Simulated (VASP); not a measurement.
# Sb (R-3m) in VASP: relaxation of cell and atoms with PBE

Aim: the relaxation of cell and atoms of Sb with PBE.

Everything below comes from runs of VASP 6.6.1. Logs are shortened: lines on timing, memory, paths and dates and some standing lists are left out, and cuts for length are marked.

## Step 1: The cell of the first run

It takes space group R-3m (No. 166, trigonal). The conventional cell has a = 3.005 Å, b = 3.005 Å, c = 7.327 Å, α = 90.00°, β = 90.00°, γ = 120.00°. Within 3.9 Å of Sb (site symmetry -3m) lie 12 Sb at 3.00 to 3.01 Å.

## Step 2: Relaxation of cell and atoms, PBE, target pressure 49 GPa, at which the enthalpy is minimised

The input, INCAR:

```
SYSTEM = Sb
ALGO = Normal
EDIFF = 1E-6
EDIFFG = -0.005
ENCUT = 600
GGA = PE
IBRION = 2
ISIF = 3
ISMEAR = -1
LASPH = .TRUE.
LCHARG = .FALSE.
LREAL = .FALSE.
LWAVE = .FALSE.
NELM = 80
NSW = 32
PREC = Accurate
PSTRESS = 490.0
SIGMA = 0.08
```

The input, KPOINTS:

```
k-points
0
G
  12 12 12
  0 0 0
```

The input, POSCAR:

```
Sb
1.0
    1.5025321270     -0.8674873280      4.8848035900
    0.0000000000      1.7349746560      4.8848035900
   -1.5025321270     -0.8674873280      4.8848035900
Sb
2
Direct
    0.2499997092      0.2499997092      0.2499997092
   -0.2499997092     -0.2499997092     -0.2499997092
```

Potentials or basis: VASP PAW PBE potentials, release 64 (Sb).

The run is started by

```console
> cat potpaw_PBE.64/Sb/POTCAR > POTCAR
> mpirun -np 1 vasp_std > vasp.out
```

OUTCAR:

```text
SYSTEM = Sb
   EDIFF = 1E-6
   EDIFFG = -0.005
   ENCUT = 600
   GGA = PE
   IBRION = 2
   ISIF = 3
   ISMEAR = -1
   LASPH = .TRUE.
   LREAL = .FALSE.
   NELM = 80
   NSW = 32
   PREC = Accurate
   PSTRESS = 490.0

 ion  position               nearest neighbor table
   1  0.250  0.250  0.250-   2 3.00   2 3.00   2 3.00   2 3.00   2 3.00   2 3.00
   2  0.750  0.750  0.750-   1 3.00   1 3.00   1 3.00   1 3.00   1 3.00   1 3.00

  LATTYP: Found a trigonal (rhomboedric) cell.
 ALAT       =     5.1837672758
 COS(alpha) =     0.8319701120

  Lattice vectors:

 A1 = (   1.5025321270,  -0.8674873280,   4.8848035900)
 A2 = (   0.0000000000,   1.7349746560,   4.8848035900)
 A3 = (  -1.5025321270,  -0.8674873280,   4.8848035900)

Analysis of symmetry for initial positions (statically):
=====================================================================
 Subroutine PRICEL returns following result:

  LATTYP: Found a trigonal (rhomboedric) cell.
 ALAT       =     2.9959008582
 COS(alpha) =     0.4969366778

  Lattice vectors:

 A1 = (  -1.5025321270,  -0.8674873280,  -2.4423932720)
 A2 = (   0.0000000000,   1.7349746560,  -2.4423932720)
 A3 = (   1.5025321270,  -0.8674873280,  -2.4424103180)

   2 primitive cells build up your supercell.

 Routine SETGRP: Setting up the symmetry group for a
 trigonal (rhombohedral) supercell.

 Subroutine GETGRP returns: Found 12 space group operations
 (whereof 12 operations were pure point group operations)
 out of a pool of 12 trial point group operations.

The static configuration has the point symmetry D_3d.

Analysis of symmetry for dynamics (positions and initial velocities):
=====================================================================
 Subroutine PRICEL returns following result:

  LATTYP: Found a trigonal (rhomboedric) cell.
 ALAT       =     2.9959008582
 COS(alpha) =     0.4969366778

  Lattice vectors:

 A1 = (  -1.5025321270,  -0.8674873280,  -2.4423932720)
 A2 = (   0.0000000000,   1.7349746560,  -2.4423932720)
 A3 = (   1.5025321270,  -0.8674873280,  -2.4424103180)

   2 primitive cells build up your supercell.

 Routine SETGRP: Setting up the symmetry group for a
 trigonal (rhombohedral) supercell.

 Subroutine GETGRP returns: Found 12 space group operations
[... 111 lines left out ...]
   PSTRESS=  490.0 pullay stress
   NELECT =      10.0000    total number of electrons
   NUPDOWN=      -1.0000    fix difference up-down
   EMIN   =  10.00;   EMAX   =-10.00  energy-range for DOS
   EFERMI =   0.00;   METHOD = LEGACY
   ISMEAR =    -1;   SIGMA  =   0.08  broadening in eV -4-tet -1-fermi 0-gaus
   EFERMI_NEDOS =   21; number of points for ismear=-14 and -15
   IALGO  =     38    algorithm
   IMIX   =      4    mixing-type and parameters
     AMIX     =   0.40;   BMIX     =  1.00
     AMIX_MAG =   1.60;   BMIX_MAG =  1.00
  volume/ion in A,a.u.               =      19.10       128.90
  Fermi-wavevector in a.u.,A,eV,Ry     =   1.047240  1.978998 14.921680  1.096713
  Thomas-Fermi vector in A             =   2.182112
   LORBIT       =      0    0 simple, 1 ext, 2 COOP (PROOUT), +10 PAW based schemes
   GGA     = PE    functional components
   LHFCALC =     F    Hartree Fock is set to
   AEXX    =    0.0000 exact exchange contribution
   IVDW    =     0    specifies the selected vdW correction
   LEPSILON=     F    determine dielectric tensor
   LRPA    =     F    only Hartree local field effects (RPA)
 conjugate gradient relaxation of ions
 non-spin polarized calculation
  energy-cutoff  :      600.00
  volume of cell :       38.20
 maximum number of plane-waves:      1294
 NGX is ok and might be reduce to    42
   NGX = 21   NGY = 21   NGZ = 21

--------------------------------------- Ionic step        1  -------------------------------------------

 number of electron      10.0000000 magnetization

 Free energy of the ion-electron system (eV)
  ---------------------------------------------------
  ext. energy  EPLUGINS =         0.00000000
  ---------------------------------------------------
  free energy    TOTEN  =        -5.83078816 eV

  energy without entropy =       -5.81000623  energy(sigma->0) =       -5.82039719

------------------------ aborting loop because EDIFF is reached ----------------------------------------

  FORCE on cell =-STRESS in cart. coord.  units (eV):
  Direction    XX          YY          ZZ          XY          YZ          ZX
  --------------------------------------------------------------------------------------
  -------------------------------------------------------------------------------------
  Total       11.7574496     11.7574496     11.7740781      0.0000000     -0.0000000      0.0000000
  in kB      493.1039087    493.1039087    493.8013042      0.0000000     -0.0000000      0.0000000
  external PRESSURE =       3.3363739 kB  Pullay stress =     490.0000000 kB
[... 63 lines left out ...]
--------------------------------------- Ionic step        3  -------------------------------------------

 number of electron      10.0000000 magnetization

 Free energy of the ion-electron system (eV)
  ---------------------------------------------------
  ext. energy  EPLUGINS =         0.00000000
  ---------------------------------------------------
  free energy    TOTEN  =        -5.84567898 eV

  energy without entropy =       -5.82486362  energy(sigma->0) =       -5.83527130

 E-fermi :  13.8045     XC(G=0): -11.8005

 val. band max:       13.7827997078   @ k =   0.5000   0.5000   0.4167
 cond. band min:      13.8144439268   @ k =  -0.4167  -0.4167   0.0833
 fundamental gap:      0.0316442190
 Fermi energy:        13.8044501622

 k-point     1 :       0.0000    0.0000    0.0000
  band No.  band energies     occupation
      1      -2.4147      2.00000
      2       3.6335      2.00000
      3       5.3980      2.00000
      4      19.1905      0.00000
      5      19.1905      0.00000
      6      21.9035      0.00000
      7      21.9035      0.00000
      8      22.0466      0.00000
      9      23.0830      0.00000
[... 265 lines left out ...]
 k-point    24 :      -0.4167    0.1667    0.0000
  band No.  band energies     occupation
      1       3.9481      2.00000
      2       4.3526      2.00000
      3       8.2438      2.00000
      4       9.7477      2.00000
      5      11.0941      2.00000
      6      12.3307      2.00000
      7      13.1410      1.99950
      8      15.1529      0.00000
      9      22.8971      0.00000

 [... further k-points ...]

------------------------ aborting loop because EDIFF is reached ----------------------------------------

  FORCE on cell =-STRESS in cart. coord.  units (eV):
  Direction    XX          YY          ZZ          XY          YZ          ZX
  --------------------------------------------------------------------------------------
  -------------------------------------------------------------------------------------
  Total       11.6948445     11.6948445     11.7065080     -0.0000000      0.0000000     -0.0000000
  in kB      489.8560309    489.8560309    490.3445752     -0.0000000      0.0000000     -0.0000000
  external PRESSURE =       0.0188790 kB  Pullay stress =     490.0000000 kB
[... 21 lines left out ...]
  energy  without entropy=       -5.8248636211  energy(sigma->0) =       -5.83527130

  enthalpy is  TOTEN    =         5.8526026123 eV   P V=       11.6982815884

 reached required accuracy - stopping structural energy minimisation
```

Wall time 6.4 min (1 thread of Intel Xeon 8259CL, shared host); peak memory 0.31 GiB.

Results:

```yaml
Free_energy: -5.8457 eV
Relaxed_volume: 19.13 Å³/atom
Relaxed_cell: a = 5.186 Å, b = 5.186 Å, c = 5.186 Å, α = 33.70°, β = 33.70°, γ = 33.70°
Space_group_after_relaxing_to_0.1_Å: Fm-3m (No. 225)
Energy_change_on_relaxing_the_run_minimises_the_enthalpy: -7.4 meV/atom
Ionic_steps: 3
Pressure_after_relaxing: 49.0 GPa
Band_gap_on_the_k_mesh: zero (bands 5 and 6 overlap by 9.95 eV)
```

The path:
```csv
step,energy change (eV),largest force (eV/Å),pressure (GPa),volume (Å³)
1,0.0000,0.0000,49.33,38.20
2,-0.0668,0.0000,47.92,38.42
3,-0.0149,0.0000,49.00,38.25
```

Final structure:
```xyz
2
Lattice="1.5031 -0.8678 4.8872 0.0000 1.7357 4.8872 -1.5031 -0.8678 4.8872" Properties=species:S:1:pos:R:3 pbc="T T T"
Sb    0.0000    0.0000    3.6654
Sb    0.0000    0.0000   10.9961
```

Levels at points of the mesh, in eV from the Fermi level:
```tsv
k point	band 3	band 4	band 5	band 6	band 7	band 8
(0.00, 0.00, 0.00)	-8.41	5.39	5.39	8.10	8.10	8.24
(0.50, 0.00, 0.00)	-5.28	-5.28	-0.84	-0.84	2.13	2.13
(0.50, 0.50, 0.00)	-7.47	-7.12	0.29	0.39	4.46	4.72
(0.50, 0.50, 0.50)	-0.71	-0.71	6.34	6.34	6.34	6.34
```

Caveat: the cell is relaxed towards a set pressure, so the run minimises the enthalpy, not the energy; spin-orbit coupling is left out, which moves the levels of the heavy elements.

The gap in the log of VASP goes by the Fermi energy; the results here count the filled bands.